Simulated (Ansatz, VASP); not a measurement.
One calculation of HgTe, two programs

```xyz
2
Lattice="0.0000 3.3630 3.3630 3.3630 0.0000 3.3630 3.3630 3.3630 0.0000" Properties=species:S:1:pos:R:3 pbc="T T T"
Hg    0.0000    0.0000    0.0000
Te    1.6815    1.6815    1.6815
```

Alike in both runs: task single point; functional revPBE; k mesh 6 × 6 × 6; occupations gaussian, width 0.05 eV; no spin polarisation.

|  | VASP | Ansatz |
| --- | --- | --- |
| version | VASP 6.6.1 | Ansatz 0.2.0 |
| potentials or method | VASP PAW PBE potentials, release 64 (Hg, Te), cutoff 500 eV | scalar-relativistic, plane waves, PAW |
| valence electrons in the cell | 18 | 36 |

```tsv
	VASP	Ansatz	Ansatz less VASP
gap on the k mesh at the Fermi level (eV)	none	none	-
pressure (GPa)	0.1	0.1	-0.04
```

VASP's potentials were made for PBE, not for revPBE. A gap of «none» marks a metal or a gap that the smearing closes. With one functional, cell and mesh, what is left measures potentials, basis and numerics. VASP's potentials hold 18 valence electrons a cell and Ansatz's 36, so a difference there can come from the potentials and not from the codes.

Spin-orbit coupling is off throughout.
